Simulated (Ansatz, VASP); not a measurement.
## SrTiO3 in VASP and in Ansatz

POSCAR

```
SrTiO3
1.0
    3.9364041186      0.0000000000      0.0000000000
    0.0000000000      3.9364041186      0.0000000000
    0.0000000000      0.0000000000      3.9364041186
Sr Ti O
1 1 3
Direct
    0.5000000000      0.5000000000      0.5000000000
    0.0000000000      0.0000000000      0.0000000000
    0.5000000000      0.0000000000      0.0000000000
    0.0000000000      0.5000000000      0.0000000000
    0.0000000000      0.0000000000      0.5000000000
```

File INCAR.step1:

```
PREC = Accurate
ENCUT = 520
ISMEAR = 0
SIGMA = 0.02
LREAL = F
LASPH = T
NELM = 150
ISPIN = 2
MAGMOM = 0 1 0 0 0
LMAXMIX = 4
NBANDS = 32
GGA = PE
ALGO = Normal
EDIFF = 1E-4
LWAVE = T
LCHARG = F
```

File INCAR.step2:

```
PREC = Accurate
ENCUT = 520
EDIFF = 1E-6
ISMEAR = 0
SIGMA = 0.02
LREAL = F
LASPH = T
NELM = 150
ALGO = Normal
ISIF = 2
LWAVE = F
LCHARG = F
ISPIN = 2
MAGMOM = 0 1 0 0 0
LORBIT = 11
LMAXMIX = 4
METAGGA = R2SCAN
LMIXTAU = T
NBANDS = 32
ISTART = 1
```

File KPOINTS:

```
Automatic mesh
0
Gamma
  8 8 8
```

Input for Ansatz:

```yaml
crystal:
  lattice:
    - [3.9364041186, 0.0, 0.0]
    - [0.0, 3.9364041186, 0.0]
    - [0.0, 0.0, 3.9364041186]
  atoms:
    - { symbol: Sr, position: [0.5, 0.5, 0.5] }
    - { symbol: Ti, position: [0.0, 0.0, 0.0], spin: 1.0 }
    - { symbol: O, position: [0.5, 0.0, 0.0] }
    - { symbol: O, position: [0.0, 0.5, 0.0] }
    - { symbol: O, position: [0.0, 0.0, 0.5] }
basis:
  ecutwfc: 500
kpoints:
  mp_grid: { grid: [8, 8, 8] }
hamiltonian:
  xc: r2scan
scf:
  occupations: { method: gaussian, width: 0.02 }
output:
  forces: false
  stress: false
  eigenvalues: true
  populations: true
  eigenstates:
    kpoints:
      - [0.5, 0.5, 0.5]
      - [0.512529963, 0.5, 0.5]
      - [0.487470037, 0.5, 0.5]
      - [0.5, 0.512529963, 0.5]
      - [0.5, 0.487470037, 0.5]
      - [0.5, 0.5, 0.512529963]
      - [0.5, 0.5, 0.487470037]
      - [0.508860022, 0.508860022, 0.5]
      - [0.491139978, 0.491139978, 0.5]
      - [0.508860022, 0.5, 0.508860022]
      - [0.491139978, 0.5, 0.491139978]
      - [0.5, 0.508860022, 0.508860022]
      - [0.5, 0.491139978, 0.491139978]
      - [0.507234178, 0.507234178, 0.507234178]
      - [0.492765822, 0.492765822, 0.492765822]
      - [0.0, 0.0, 0.0]
      - [0.012529963, 0.0, 0.0]
      - [-0.012529963, 0.0, 0.0]
      - [0.0, 0.012529963, 0.0]
      - [0.0, -0.012529963, 0.0]
      - [0.0, 0.0, 0.012529963]
      - [0.0, 0.0, -0.012529963]
      - [0.008860022, 0.008860022, 0.0]
      - [-0.008860022, -0.008860022, 0.0]
      - [0.008860022, 0.0, 0.008860022]
      - [-0.008860022, 0.0, -0.008860022]
      - [0.0, 0.008860022, 0.008860022]
      - [0.0, -0.008860022, -0.008860022]
      - [0.007234178, 0.007234178, 0.007234178]
      - [-0.007234178, -0.007234178, -0.007234178]
    e_range: [-3.709739, 3.709739]
magnetization:
  spin_polarized: true
checkpoint:
  read: start.run
  write: ck
  compress: false
  write_wavefunctions: false
  write_every: 100000
```

Alike in both runs: task single point; functional r2SCAN; k mesh 8 × 8 × 8; occupations gaussian, width 0.02 eV; collinear spin.

```csv
,VASP,Ansatz
version,VASP 6.6.1,Ansatz 0.2.0
potentials or method,"VASP PAW PBE potentials, release 64 (Sr_sv, Ti_sv, O), cutoff 520 eV","scalar-relativistic, plane waves, PAW"
valence electrons in the cell,40,40
```

VASP gave:

| Property | Result |
| --- | --- |
| gap on the k mesh at the Fermi level (eV) | 2.22 |
| least direct gap on the mesh (eV) | 2.62 |
| net moment per atom (μB) | 0.00 |

Problem. What did Ansatz give for the same quantities?

Solution. gap on the k mesh at the Fermi level (eV): 2.21; least direct gap on the mesh (eV): 2.59; net moment per atom (μB): 0.00.

VASP's potentials were made for PBE, not for r2SCAN. With one functional, cell and mesh, what is left measures potentials, basis and numerics. Ansatz's warnings: seeded moment not kept, stability check not made.
